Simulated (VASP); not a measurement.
# ZnS (P6_3mc) in VASP: a series of runs, part 3 of 3

VASP 6.6.1. The steps go on from the part before.

## (6) Single point, PBEsol

This run uses another cell than the first one, of 19.22 Å³/atom, 0.987 times its volume.

File INCAR:

```
SYSTEM = ZnS
PREC = Accurate ; ENCUT = 520
EDIFF = 1E-7 ; ISMEAR = -1
SIGMA = 0.08 ; LREAL = .FALSE.
LASPH = .TRUE. ; NELM = 100
ALGO = Normal ; ISIF = 2
LWAVE = .FALSE. ; LCHARG = .TRUE.
GGA = PS ; LELF = .TRUE.
LVHAR = .TRUE. ; NBANDS = 26
```

File KPOINTS:

```
regular mesh
0
G
  10 10 6
  0 0 0
```

File POSCAR:

```
ZnS
1.0
    3.7815781040      0.0000000000      0.0000000000
   -1.8907890520      3.2749427044      0.0000000000
    0.0000000000      0.0000000000      6.2089610126
Zn S
2 2
Direct
    0.3333333333      0.6666666667      0.0054423634
    0.6666666667      0.3333333333      0.5054423634
    0.3333333333      0.6666666667      0.3795576366
    0.6666666667      0.3333333333      0.8795576366
```

Potentials or basis: VASP PAW PBE potentials, release 64 (Zn, S).

Run with:

```console
cat potpaw_PBE.64/Zn/POTCAR potpaw_PBE.64/S/POTCAR > POTCAR
mpirun -np 1 vasp_std > vasp.out
```

OUTCAR:

```text
SYSTEM = ZnS
   PREC = Accurate
   ENCUT = 520
   EDIFF = 1E-7
   ISMEAR = -1
   LREAL = .FALSE.
   LASPH = .TRUE.
   NELM = 100
   ISIF = 2
   GGA = PS

 ion  position               nearest neighbor table
   1  0.333  0.667  0.005-   4 2.32   4 2.32   4 2.32   3 2.32
   2  0.667  0.333  0.505-   3 2.32   3 2.32   3 2.32   4 2.32
   3  0.333  0.667  0.380-   2 2.32   2 2.32   2 2.32   1 2.32
   4  0.667  0.333  0.880-   1 2.32   1 2.32   1 2.32   2 2.32

  LATTYP: Found a hexagonal cell.
 ALAT       =     3.7815781040
 C/A-ratio  =     1.6418968065

  Lattice vectors:

 A1 = (   3.7815781040,   0.0000000000,   0.0000000000)
 A2 = (  -1.8907890520,   3.2749427044,   0.0000000000)
 A3 = (   0.0000000000,   0.0000000000,   6.2089610126)

Analysis of symmetry for initial positions (statically):
=====================================================================
 Subroutine PRICEL returns:
 Original cell was already a primitive cell.

 Routine SETGRP: Setting up the symmetry group for a
 hexagonal supercell.

 Subroutine GETGRP returns: Found 12 space group operations
 (whereof  6 operations were pure point group operations)
 out of a pool of 24 trial point group operations.

The static configuration has the point symmetry C_3v.
 The point group associated with its full space group is C_6v.

Analysis of symmetry for dynamics (positions and initial velocities):
=====================================================================
 Subroutine PRICEL returns:
 Original cell was already a primitive cell.

 Routine SETGRP: Setting up the symmetry group for a
 hexagonal supercell.

 Subroutine GETGRP returns: Found 12 space group operations
 (whereof  6 operations were pure point group operations)
 out of a pool of 24 trial point group operations.

The dynamic configuration has the point symmetry C_3v.
 The point group associated with its full space group is C_6v.

 Subroutine INISYM returns: Found 12 space group operations
[... 118 lines left out ...]
   IALGO  =     38    algorithm
   IMIX   =      4    mixing-type and parameters
     AMIX     =   0.40;   BMIX     =  1.00
     AMIX_MAG =   1.60;   BMIX_MAG =  1.00
  volume/ion in A,a.u.               =      19.22       129.73
  Fermi-wavevector in a.u.,A,eV,Ry     =   1.271190  2.402201 21.985977  1.615924
  Thomas-Fermi vector in A             =   2.404136
   LORBIT       =      0    0 simple, 1 ext, 2 COOP (PROOUT), +10 PAW based schemes
   GGA     = PS    functional components
   LHFCALC =     F    Hartree Fock is set to
   AEXX    =    0.0000 exact exchange contribution
   IVDW    =     0    specifies the selected vdW correction
   LEPSILON=     F    determine dielectric tensor
   LRPA    =     F    only Hartree local field effects (RPA)
 non-spin polarized calculation
  energy-cutoff  :      520.00
  volume of cell :       76.89
 maximum number of plane-waves:      2092
   NGX = 15   NGY = 15   NGZ = 23

 number of electron      36.0000003 magnetization

 Free energy of the ion-electron system (eV)
  ---------------------------------------------------
  ext. energy  EPLUGINS =         0.00000000
  ---------------------------------------------------
  free energy    TOTEN  =       -15.16740157 eV

  energy without entropy =      -15.16740154  energy(sigma->0) =      -15.16740155

 E-fermi :   3.4478     XC(G=0):  -9.9644

 val. band max:        2.2795475768   @ k =   0.0000   0.0000   0.0000
 cond. band min:       4.4403306641   @ k =   0.0000   0.0000   0.0000
 fundamental gap:      2.1607830873
 Fermi energy:         3.4478352264

 k-point     1 :       0.0000    0.0000    0.0000
  band No.  band energies     occupation
      1     -11.0892      2.00000
      2     -10.0930      2.00000
      3      -4.2099      2.00000
      4      -4.1932      2.00000
      5      -4.1932      2.00000
      6      -4.1076      2.00000
[... 685 lines left out ...]
     25      11.5139      0.00000
     26      12.9399      0.00000

 [... further k-points ...]

------------------------ aborting loop because EDIFF is reached ----------------------------------------

  FORCE on cell =-STRESS in cart. coord.  units (eV):
  Direction    XX          YY          ZZ          XY          YZ          ZX
  --------------------------------------------------------------------------------------
  -------------------------------------------------------------------------------------
  Total        0.1051411      0.1051411      0.0906147      0.0000000     -0.0000000      0.0000000
  in kB        2.1907231      2.1907231      1.8880510      0.0000000     -0.0000000      0.0000000
  external PRESSURE =       2.0898324 kB  Pullay stress =       0.0000000 kB

 VOLUME and BASIS-vectors are now :
 -----------------------------------------------------------------------------
  energy-cutoff  :      520.00
  volume of cell :       76.89
      direct lattice vectors                 reciprocal lattice vectors
     3.781578104  0.000000000  0.000000000     0.264439864  0.152674427  0.000000000
    -1.890789052  3.274942704  0.000000000     0.000000000  0.305348853  0.000000000
     0.000000000  0.000000000  6.208961013     0.000000000  0.000000000  0.161057542

 POSITION                                       TOTAL-FORCE (eV/Angst)
 -----------------------------------------------------------------------------------
     -0.00000      2.18330      0.03379         0.000000     -0.000000      0.000770
      1.89079      1.09165      3.13827        -0.000000      0.000000      0.000770
     -0.00000      2.18330      2.35666        -0.000000     -0.000000     -0.000770
      1.89079      1.09165      5.46114         0.000000      0.000000     -0.000770
 -----------------------------------------------------------------------------------
    total drift:                               -0.000000     -0.000000     -0.000335

  FREE ENERGIE OF THE ION-ELECTRON SYSTEM (eV)
  ---------------------------------------------------
  free  energy   TOTEN  =       -15.1674015703 eV

  energy  without entropy=      -15.1674015368  energy(sigma->0) =      -15.16740155
```

OSZICAR:

```text
N       E                     dE             d eps       ncg     rms          rms(c)
DAV:   1     0.243265118848E+03    0.24327E+03   -0.17147E+04  2912   0.168E+03
DAV:   2     0.874586543476E+01   -0.23452E+03   -0.22481E+03  2980   0.351E+02
DAV:   3    -0.153748061755E+02   -0.24121E+02   -0.23871E+02  3486   0.112E+02
DAV:   4    -0.159751576900E+02   -0.60035E+00   -0.59887E+00  3382   0.177E+01
DAV:   5    -0.159841190667E+02   -0.89614E-02   -0.89587E-02  3494   0.218E+00    0.993E+00
DAV:   6    -0.151795445524E+02    0.80457E+00   -0.17777E+00  3892   0.405E+01    0.760E+00
DAV:   7    -0.151772928401E+02    0.22517E-02   -0.12213E+00  3066   0.683E+00    0.330E+00
DAV:   8    -0.151676924790E+02    0.96004E-02   -0.29949E-02  3804   0.171E+00    0.859E-01
DAV:   9    -0.151671987243E+02    0.49375E-03   -0.98626E-03  3914   0.146E+00    0.217E-01
DAV:  10    -0.151672830190E+02   -0.84295E-04   -0.51326E-04  3532   0.309E-01    0.113E-01
DAV:  11    -0.151674008127E+02   -0.11779E-03   -0.18050E-04  3024   0.959E-02    0.407E-02
DAV:  12    -0.151673998175E+02    0.99517E-06   -0.99197E-06  3662   0.673E-02    0.955E-03
DAV:  13    -0.151674017629E+02   -0.19454E-05   -0.42296E-06  3042   0.124E-02    0.312E-03
DAV:  14    -0.151674015780E+02    0.18493E-06   -0.30198E-07  3272   0.588E-03    0.220E-03
DAV:  15    -0.151674015703E+02    0.76247E-08   -0.14658E-07  1612   0.269E-03
   1 F= -.15167402E+02 E0= -.15167402E+02  d E =-.335746E-07
```

It took 84 s on 1 thread of Intel Xeon Platinum 8259CL at 2.50GHz (Skylake/Cascade Lake), shared host; peak memory 0.24 GiB.

Results:

```
Free energy            : -15.1674 eV
Pressure               : 0.2 GPa
Band gap on the k mesh : 2.16 eV, direct
```

Levels at points of the mesh, in eV from the valence-band top:
```csv
k point,band 15,band 16,band 17,band 18,band 19,band 20,band 21,band 22
"(0.00, 0.00, 0.00)",-0.94,-0.09,0.00,0.00,2.16,3.03,6.21,6.21
"(0.50, 0.00, 0.00)",-3.43,-2.35,-1.80,-0.93,3.52,4.20,4.96,6.80
"(0.00, 0.00, 0.50)",-0.49,-0.49,-0.49,-0.49,3.51,3.51,6.67,6.67
"(0.50, 0.00, 0.50)",-1.72,-1.72,-1.69,-1.69,3.41,3.41,5.10,5.10
```

Caveat: the PAW data sets were made with another functional, which shifts forces and pressure a little. A hybrid or GW would open this gap; PBEsol tends to underestimate it.

## (7) Summary

```csv
cell,k mesh,smearing,gap on the mesh (eV),pressure (GPa)
"a = 3.819, b = 3.819, c = 6.169 Å, angles 90.0, 90.0, 120.0°, 4 atoms",6 × 6 × 4,gaussian 0.01 eV,2.14,-0.8
"a = 3.857, b = 3.857, c = 6.133 Å, angles 90.0, 90.0, 120.0°, 4 atoms",6 × 6 × 4,gaussian 0.01 eV,2.05,-1.8
"a = 3.857, b = 3.857, c = 6.134 Å, angles 90.0, 90.0, 120.0°, 4 atoms",6 × 6 × 4,gaussian 0.01 eV,2.09,-1.7
"a = 3.782, b = 3.782, c = 6.209 Å, angles 90.0, 90.0, 120.0°, 4 atoms",10 × 10 × 6,fermi-dirac 0.08 eV,2.16,0.2
```

Some of these runs hold the atoms at other places in the same cell, which the table doesn't show; runs alike in all that it shows share one row.

Alike in all rows: task single point; level PBEsol; potentials or basis VASP PAW PBE potentials, release 64 (Zn, S); no spin polarisation; cutoff (eV) 520.

Caveats: the PAW data sets were made with another functional, which shifts forces and pressure a little.

Total energies depend on the potentials used, so only differences within one code and one set of settings carry meaning.
